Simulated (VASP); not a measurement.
Wanted: the native input for a VASP 6.6.1 run.

```
Task                   : single point
Functional             : LDA
Potentials or basis    : VASP PAW LDA potentials, release 64 (Sc_sv, Cu)
Cutoff                 : 520 eV
k mesh                 : 11 × 11 × 11
Occupations            : fermi-dirac, width 0.05 eV
Spin                   : no spin polarisation
Dipole correction      : no
Further INCAR settings : ALGO = Normal; EDIFF = 1e-06; NBANDS = 18
```

The structure of ScCu lies in POSCAR:

```
ScCu
1.0
    3.2988470188      0.0000000000      0.0000000000
    0.0000000000      3.2988470188      0.0000000000
    0.0000000000      0.0000000000      3.2988470188
Sc Cu
1 1
Direct
    0.5000000000      0.5000000000      0.5000000000
    0.0000000000      0.0000000000      0.0000000000
```

The input as run:

INCAR

```
SYSTEM = ScCu
PREC     = Accurate       ! precision mode
ENCUT    = 520            ! plane-wave cutoff, eV
EDIFF    = 1E-6           ! SCF threshold, eV
ISMEAR   = -1             ! smearing method
SIGMA    = 0.05           ! smearing width, eV
LREAL    = .FALSE.        ! projectors in reciprocal space
LASPH    = .TRUE.         ! aspherical terms in the spheres
NELM     = 100            ! most SCF steps
ALGO     = Normal         ! electronic algorithm
ISIF     = 2              ! what is computed and relaxed
LWAVE    = .FALSE.        ! write WAVECAR
LCHARG   = .TRUE.         ! write CHGCAR
GGA      = CA             ! functional
LELF     = .TRUE.         ! ELF
LVHAR    = .TRUE.       
NBANDS   = 18             ! bands
```

KPOINTS

```
regular mesh
0
G
  11 11 11
  0 0 0
```

Potentials or basis: VASP PAW LDA potentials, release 64 (Sc_sv, Cu).

Run with:

```console
$ cat potpaw_LDA.64/Sc_sv/POTCAR potpaw_LDA.64/Cu/POTCAR > POTCAR
$ mpirun -np 1 vasp_std > vasp.out
```

Results of the run:

```json
{
  "Pressure": "-9.6 GPa",
  "Band gap on the k mesh": "zero (bands 11 and 12 overlap by 1.72 eV)"
}
```

Caveat: the cell stands under tension.

Wall time 56 s on 1 thread of Intel Xeon 8259CL, with other jobs on the host, peak memory 0.17 GiB.
